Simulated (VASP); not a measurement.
# Ni: single point with PBE

The system is Ni.

```xyz
1
Lattice="-1.3837 1.3837 1.3837 1.3837 -1.3837 1.3837 1.3837 1.3837 -1.3837" Properties=species:S:1:pos:R:3 pbc="T T T"
Ni    0.0000    0.0000    0.0000
```

| Quantity | Value |
| --- | --- |
| Program | VASP 6.6.1 |
| Task | single point |
| Functional | PBE |
| Potentials or basis | VASP PAW PBE potentials, release 64 (Ni) |
| Cutoff | 520 eV |
| k mesh | 16 × 16 × 16 |
| Occupations | fermi-dirac, width 0.05 eV |
| Spin | collinear spin, ferromagnetic start |
| Starting moments | [0.6] μB |
| Dipole correction | no |
| Further INCAR settings | ALGO = Normal; EDIFF = 1e-06; NBANDS = 15 |

```
Pressure                                              : 7.3 GPa
Net moment                                            : 0.54 μB per cell
Site moments                                          : Ni +0.54 μB
Valence electrons inside the program's atomic spheres : Ni 9.36
```

Levels at points of the mesh, in eV from the Fermi level:
Spin up:
```tsv
k point	band 2	band 3	band 4	band 5	band 6	band 7	band 8	band 9
(0.00, 0.00, 0.00)	-2.33	-2.33	-2.33	-0.87	-0.87	26.75	26.75	26.75
(0.50, 0.00, 0.00)	-3.28	-0.95	-0.71	0.00	0.26	6.71	19.37	20.46
(0.50, 0.50, 0.50)	-4.30	-0.23	-0.23	-0.23	9.97	9.97	9.97	15.95
```
Spin down:
| k point | band 2 | band 3 | band 4 | band 5 | band 6 | band 7 | band 8 | band 9 |
| --- | --- | --- | --- | --- | --- | --- | --- | --- |
| (0.00, 0.00, 0.00) | -1.68 | -1.68 | -1.68 | -0.40 | -0.40 | 26.65 | 26.65 | 26.65 |
| (0.50, 0.00, 0.00) | -2.69 | -0.41 | -0.22 | 0.23 | 0.75 | 7.05 | 19.31 | 20.56 |
| (0.50, 0.50, 0.50) | -3.99 | 0.51 | 0.51 | 0.51 | 10.00 | 10.00 | 10.00 | 16.05 |

Wall time 87 s on 1 thread of AMD EPYC 7R13, with other jobs on the host, peak memory 0.12 GiB.
